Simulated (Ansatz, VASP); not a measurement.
**Two plane-wave programs on Ir**

```
CELL_PARAMETERS angstrom
0.00000 1.90642 1.90642
1.90642 0.00000 1.90642
1.90642 1.90642 0.00000
ATOMIC_POSITIONS crystal
Ir 0.00000 0.00000 0.00000
```

Alike in both runs: functional LDA; k mesh 20 × 20 × 20; occupations fermi-dirac, width 0.15 eV; no spin polarisation.

Ansatz relaxed the structure, and its values are those at the end. VASP's run is a single point on that final structure, the one shown.

```csv
,VASP,Ansatz
version,VASP 6.6.1,Ansatz 0.2.0
potentials or method,"VASP PAW LDA potentials, release 64 (Ir_sv_GW), cutoff 560 eV","scalar-relativistic, plane waves, PAW"
valence electrons in the cell,17,17
```

|  | VASP | Ansatz | Ansatz less VASP |
| --- | --- | --- | --- |
| gap on the k mesh at the Fermi level (eV) | none | none | - |
| pressure (GPa) | -0.4 | 0.0 | +0.36 |

LDA's correlation is that of Perdew and Zunger in VASP and of Perdew and Wang (1992) in Ansatz. A gap of «none» marks a metal or a gap that the smearing closes.

Spin-orbit coupling is off throughout.
